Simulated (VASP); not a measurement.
# RbW (P-6m2) in VASP: notebook

RbW is run at these levels: PBE; tasks: single point.

Everything below comes from runs of VASP 6.6.1. Logs are shortened: lines on timing, memory, paths and dates and some standing lists are left out, and cuts for length are marked.

**1. The cell of the first run**

Symmetry: P-6m2, No. 187, hexagonal system. Conventional cell: a = 3.474 Å, b = 3.474 Å, c = 5.382 Å, α = 90.00°, β = 90.00°, γ = 120.00°. Rb (site symmetry -6m2) has 6 W at 3.36 Å and 6 Rb at 3.47 Å within 4.4 Å. Within 4.4 Å of W (site symmetry -6m2) lie 6 Rb at 3.36 Å and 6 W at 3.47 Å.

**2. Single point, PBE (volume scaled by 0.94)**

INCAR reads:

```
  PREC = Accurate
  ENCUT = 520
  EDIFF = 1E-6
  ISMEAR = -1
  SIGMA = 0.05
  LREAL = False
  LASPH = True
  NELM = 100
  ALGO = Normal
  ISIF = 2
  LWAVE = False
  LCHARG = False
  GGA = PE
  NBANDS = 18
```

KPOINTS reads:

```
Automatic mesh
0
Gamma
  9 9 5
```

POSCAR reads:

```
RbW
1.0
    3.4742222220      0.0000000000      0.0000000000
   -1.7371111061      3.0087647021      0.0000000000
    0.0000000000      0.0000000000      5.3819877686
Rb W
1 1
Direct
    0.0000000000      0.0000000000      0.5000000000
    0.6666666700      0.3333333300      0.0000000000
```

Potentials or basis: VASP PAW PBE potentials, release 64 (Rb_sv, W_sv).

On the command line:

```console
$ cat potpaw_PBE.64/Rb_sv/POTCAR potpaw_PBE.64/W_sv/POTCAR > POTCAR
$ mpirun -np 1 vasp_std > vasp.out
```

OUTCAR:

```text
PREC = Accurate
   ENCUT = 520
   EDIFF = 1E-6
   ISMEAR = -1
   LREAL = False
   LASPH = True
   NELM = 100
   ISIF = 2
   GGA = PE

 ion  position               nearest neighbor table
   1  0.000  0.000  0.500-   2 3.36   2 3.36   2 3.36   2 3.36   2 3.36   2 3.36
   2  0.667  0.333  0.000-   1 3.36   1 3.36   1 3.36   1 3.36   1 3.36   1 3.36

  LATTYP: Found a hexagonal cell.
 ALAT       =     3.4742222220
 C/A-ratio  =     1.5491201842

  Lattice vectors:

 A1 = (   3.4742222220,   0.0000000000,   0.0000000000)
 A2 = (  -1.7371111061,   3.0087647021,   0.0000000000)
 A3 = (   0.0000000000,   0.0000000000,   5.3819877686)

Analysis of symmetry for initial positions (statically):
=====================================================================
 Subroutine PRICEL returns:
 Original cell was already a primitive cell.

 Routine SETGRP: Setting up the symmetry group for a
 hexagonal supercell.

 Subroutine GETGRP returns: Found 12 space group operations
 (whereof 12 operations were pure point group operations)
 out of a pool of 24 trial point group operations.

The static configuration has the point symmetry D_3h.

Analysis of symmetry for dynamics (positions and initial velocities):
=====================================================================
 Subroutine PRICEL returns:
 Original cell was already a primitive cell.

 Routine SETGRP: Setting up the symmetry group for a
 hexagonal supercell.

 Subroutine GETGRP returns: Found 12 space group operations
 (whereof 12 operations were pure point group operations)
 out of a pool of 24 trial point group operations.

The dynamic configuration has the point symmetry D_3h.

 Subroutine INISYM returns: Found 12 space group operations
 (whereof 12 operations are pure point group operations),
 and found     1 'primitive' translations

----------------------------------------------------------------------------------------

                                     Primitive cell

  volume of cell :      56.2585

  direct lattice vectors                    reciprocal lattice vectors
     3.474222222  0.000000000  0.000000000     0.287834208  0.166181157  0.000000000
    -1.737111106  3.008764702  0.000000000     0.000000000  0.332362314  0.000000000
     0.000000000  0.000000000  5.381987769     0.000000000  0.000000000  0.185804956

  length of vectors
     3.474222222  3.474222219  5.381987769     0.332362314  0.332362314  0.185804956

  position of ions in fractional coordinates (direct lattice)
     0.000000000  0.000000000  0.500000000
     0.666666670  0.333333330  0.000000000

  ion indices of the primitive-cell ions
   primitive index   ion index
                 1           1
                 2           2

----------------------------------------------------------------------------------------

 KPOINTS: Automatic mesh

Automatic generation of k-mesh.
 Grid dimensions read from file:
 generate k-points for:    9    9    5

 Generating k-lattice:

  Cartesian coordinates                     Fractional coordinates (reciprocal lattice)
     0.031981579  0.018464573  0.000000000     0.111111111  0.000000000  0.000000000
     0.000000000  0.036929146  0.000000000     0.000000000  0.111111111  0.000000000
     0.000000000  0.000000000  0.037160991     0.000000000  0.000000000  0.200000000

  Length of vectors
     0.036929146  0.036929146  0.037160991

  Shift w.r.t. Gamma in fractional coordinates (k-lattice)
     0.000000000  0.000000000  0.000000000

 Subroutine IBZKPT returns following result:
 ===========================================

 Found     36 irreducible k-points:

 Following reciprocal coordinates:
            Coordinates               Weight
  0.000000  0.000000  0.000000      1.000000
  0.111111 -0.000000  0.000000      6.000000
  0.222222 -0.000000  0.000000      6.000000
  0.333333 -0.000000  0.000000      6.000000
  0.444444 -0.000000  0.000000      6.000000
  0.111111  0.111111  0.000000      6.000000
[... 16 lines left out ...]
  0.333333  0.222222  0.200000     24.000000
  0.333333  0.333333  0.200000      4.000000
 [... further k-points ...]
   k-points           NKPTS =     36   k-points in BZ     NKDIM =     36   number of bands    NBANDS=     18
   number of dos      NEDOS =    301   number of ions     NIONS =      2
   total plane-waves  NPLWV =  31360
   dimension x,y,z NGX =    28 NGY =   28 NGZ =   40
   dimension x,y,z NGXF=    56 NGYF=   56 NGZF=   80
   ions per type =               1   1
   NGX,Y,Z   is equivalent  to a cutoff of  13.40, 13.40, 12.36 a.u.
   NGXF,Y,Z  is equivalent  to a cutoff of  26.80, 26.80, 24.71 a.u.
 SYSTEM =  unknown system
   PREC   = accura    normal or accurate (medium, high low for compatibility)
   ISTART =      0    job   : 0-new  1-cont  2-samecut
   ICHARG =      2    charge: 1-file 2-atom 10-const
   ISPIN  =      1    spin polarized calculation?
   LNONCOLLINEAR =      F non collinear calculations
   LSORBIT =      F    spin-orbit coupling
   LASPH  =      T    aspherical Exc in radial PAW
   ENCUT  =  520.0 eV  38.22 Ry    6.18 a.u.   6.46  6.46 10.01*2*pi/ulx,y,z
   NELM   =    100;   NELMIN=  2; NELMDL= -5     # of ELM steps
   EDIFF  = 0.1E-05   stopping-criterion for ELM
   LREAL  =      F    real-space projection
   EDIFFG = 0.1E-04   stopping-criterion for IOM
   NSW    =      0    number of steps for IOM
   IBRION =     -1    ionic relax: 0-MD 1-quasi-New 2-CG
   NFREE  =      0    steps in history (QN), initial steepest desc. (CG)
   ISIF   =      2    stress and relaxation
   ISYM   =      2    0-nonsym 1-usesym 2-fastsym
   POTIM  = 0.5000    time-step for ionic-motion
   TEBEG  =    0.0;   TEEND  =   0.0 temperature during run
   PSTRESS=    0.0 pullay stress
   NELECT =      23.0000    total number of electrons
   NUPDOWN=      -1.0000    fix difference up-down
   EMIN   =  10.00;   EMAX   =-10.00  energy-range for DOS
   EFERMI =   0.00;   METHOD = LEGACY
   ISMEAR =    -1;   SIGMA  =   0.05  broadening in eV -4-tet -1-fermi 0-gaus
   EFERMI_NEDOS =   21; number of points for ismear=-14 and -15
   IALGO  =     38    algorithm
   IMIX   =      4    mixing-type and parameters
     AMIX     =   0.40;   BMIX     =  1.00
     AMIX_MAG =   1.60;   BMIX_MAG =  1.00
  volume/ion in A,a.u.               =      28.13       189.83
  Fermi-wavevector in a.u.,A,eV,Ry     =   1.215033  2.296079 20.086339  1.476304
  Thomas-Fermi vector in A             =   2.350433
   LORBIT       =      0    0 simple, 1 ext, 2 COOP (PROOUT), +10 PAW based schemes
   GGA     = PE    functional components
   LHFCALC =     F    Hartree Fock is set to
   AEXX    =    0.0000 exact exchange contribution
   IVDW    =     0    specifies the selected vdW correction
   LEPSILON=     F    determine dielectric tensor
   LRPA    =     F    only Hartree local field effects (RPA)
 non-spin polarized calculation
  energy-cutoff  :      520.00
  volume of cell :       56.26
 maximum number of plane-waves:      1538
 NGX is ok and might be reduce to    28
   NGX = 13   NGY = 13   NGZ = 21

 number of electron      22.9999999 magnetization

 Free energy of the ion-electron system (eV)
  ---------------------------------------------------
  ext. energy  EPLUGINS =         0.00000000
  ---------------------------------------------------
  free energy    TOTEN  =        -8.29149652 eV

  energy without entropy =       -8.26106640  energy(sigma->0) =       -8.27628146

 E-fermi :   3.8174     XC(G=0):  -9.9076

 val. band max:        3.8007656277   @ k =   0.3333   0.1111   0.0000
 cond. band min:       3.8189715132   @ k =   0.3333   0.1111   0.2000
 fundamental gap:      0.0182058855
 Fermi energy:         3.8174122284

 k-point     1 :       0.0000    0.0000    0.0000
  band No.  band energies     occupation
      1     -70.3033      2.00000
      2     -34.3818      2.00000
      3     -34.3818      2.00000
      4     -34.3764      2.00000
      5     -23.5526      2.00000
      6      -7.7886      2.00000
[... 10 lines left out ...]
     17      10.0945      0.00000
     18      10.0945      0.00000

 k-point     2 :       0.1111   -0.0000    0.0000
  band No.  band energies     occupation
      1     -70.3028      2.00000
      2     -34.3938      2.00000
      3     -34.3848      2.00000
      4     -34.3749      2.00000
      5     -23.5229      2.00000
      6      -7.7504      2.00000
[... 10 lines left out ...]
     17       9.6166      0.00000
     18      10.4524      0.00000

 k-point     3 :       0.2222   -0.0000    0.0000
  band No.  band energies     occupation
      1     -70.3017      2.00000
      2     -34.4239      2.00000
      3     -34.3925      2.00000
      4     -34.3712      2.00000
      5     -23.4464      2.00000
      6      -7.6877      2.00000
[... 10 lines left out ...]
     17       9.3508      0.00000
     18      11.4544      0.00000

 k-point     4 :       0.3333   -0.0000    0.0000
  band No.  band energies     occupation
      1     -70.3004      2.00000
      2     -34.4581      2.00000
      3     -34.4011      2.00000
      4     -34.3668      2.00000
      5     -23.3571      2.00000
      6      -8.2731      2.00000
[... 10 lines left out ...]
     17       9.7195      0.00000
     18      12.3213      0.00000

 k-point     5 :       0.4444   -0.0000    0.0000
  band No.  band energies     occupation
      1     -70.2995      2.00000
      2     -34.4802      2.00000
      3     -34.4068      2.00000
      4     -34.3640      2.00000
      5     -23.2974      2.00000
      6      -8.6234      2.00000
[... 10 lines left out ...]
     17       8.4204      0.00000
     18      12.9726      0.00000

 k-point     6 :       0.1111    0.1111    0.0000
  band No.  band energies     occupation
      1     -70.3020      2.00000
      2     -34.4138      2.00000
      3     -34.3912      2.00000
      4     -34.3723      2.00000
      5     -23.4698      2.00000
      6      -7.6812      2.00000
[... 10 lines left out ...]
     17       9.1196      0.00000
     18      11.1704      0.00000

 k-point     7 :       0.2222    0.1111    0.0000
  band No.  band energies     occupation
      1     -70.3008      2.00000
      2     -34.4435      2.00000
      3     -34.4018      2.00000
      4     -34.3682      2.00000
      5     -23.3866      2.00000
      6      -8.0250      2.00000
[... 10 lines left out ...]
     17       9.4356      0.00000
     18      11.8342      0.00000

 k-point     8 :       0.3333    0.1111    0.0000
  band No.  band energies     occupation
      1     -70.2997      2.00000
      2     -34.4693      2.00000
      3     -34.4112      2.00000
      4     -34.3647      2.00000
      5     -23.3116      2.00000
      6      -8.4475      2.00000
[... 10 lines left out ...]
     17       9.1757      0.00000
     18      11.7625      0.00000
[... 229 lines left out ...]
     17       9.5185      0.00000
     18      11.3915      0.00000

 k-point    20 :       0.3333    0.1111    0.2000
  band No.  band energies     occupation
      1     -70.2997      2.00000
      2     -34.4693      2.00000
      3     -34.4112      2.00000
      4     -34.3648      2.00000
      5     -23.3116      2.00000
      6      -8.4351      2.00000
[... 10 lines left out ...]
     17       8.9839      0.00000
     18      10.9796      0.00000

 k-point    21 :       0.4444    0.1111    0.2000
  band No.  band energies     occupation
      1     -70.2993      2.00000
      2     -34.4794      2.00000
      3     -34.4149      2.00000
      4     -34.3634      2.00000
      5     -23.2818      2.00000
      6      -8.5935      2.00000
[... 10 lines left out ...]
     17       8.4586      0.00000
     18      10.6286      0.00000

 k-point    22 :       0.2222    0.2222    0.2000
  band No.  band energies     occupation
      1     -70.2998      2.00000
      2     -34.4601      2.00000
      3     -34.4179      2.00000
      4     -34.3651      2.00000
      5     -23.3172      2.00000
      6      -8.2785      2.00000
[... 10 lines left out ...]
     17       9.5014      0.00000
     18      10.3680      0.00000

 k-point    23 :       0.3333    0.2222    0.2000
  band No.  band energies     occupation
      1     -70.2991      2.00000
      2     -34.4680      2.00000
      3     -34.4313      2.00000
      4     -34.3629      2.00000
      5     -23.2717      2.00000
      6      -8.4008      2.00000
[... 10 lines left out ...]
     17       9.1466      0.00000
     18       9.8996      0.00000

 k-point    24 :       0.3333    0.3333    0.2000
  band No.  band energies     occupation
      1     -70.2989      2.00000
      2     -34.4538      2.00000
      3     -34.4530      2.00000
      4     -34.3621      2.00000
      5     -23.2558      2.00000
      6      -8.1694      2.00000
[... 10 lines left out ...]
     17       9.0130      0.00000
     18       9.7439      0.00000

 [... further k-points ...]
[... 5 lines left out ...]
  --------------------------------------------------------------------------------------
  -------------------------------------------------------------------------------------
  Total       -5.0202302     -5.0202302      4.5526653     -0.0000000      0.0000000      0.0000000
  in kB     -142.9702540   -142.9702539    129.6545539     -0.0000002      0.0000000      0.0000000
  external PRESSURE =     -52.0953180 kB  Pullay stress =       0.0000000 kB

 VOLUME and BASIS-vectors are now :
 -----------------------------------------------------------------------------
  energy-cutoff  :      520.00
  volume of cell :       56.26
      direct lattice vectors                 reciprocal lattice vectors
     3.474222222  0.000000000  0.000000000     0.287834208  0.166181157  0.000000000
    -1.737111106  3.008764702  0.000000000     0.000000000  0.332362314  0.000000000
     0.000000000  0.000000000  5.381987769     0.000000000  0.000000000  0.185804956

 POSITION                                       TOTAL-FORCE (eV/Angst)
 -----------------------------------------------------------------------------------
      0.00000      0.00000      2.69099         0.000000     -0.000000      0.000000
      1.73711      1.00292      0.00000        -0.000000      0.000000      0.000000
 -----------------------------------------------------------------------------------
    total drift:                               -0.000021      0.000012     -0.000000

  FREE ENERGIE OF THE ION-ELECTRON SYSTEM (eV)
  ---------------------------------------------------
  free  energy   TOTEN  =        -8.2914965188 eV

  energy  without entropy=       -8.2610663987  energy(sigma->0) =       -8.27628146
```

It took 53 s on 1 thread of Intel Xeon 8259CL, shared host; peak memory 0.2 GiB.

Results:

| Property | Result |
| --- | --- |
| Free energy | -8.2915 eV |
| Pressure | -5.2 GPa |

Caveat: spin-orbit coupling is left out, which moves the levels of the heavy elements.

(Part 1 of 2 ends here.)
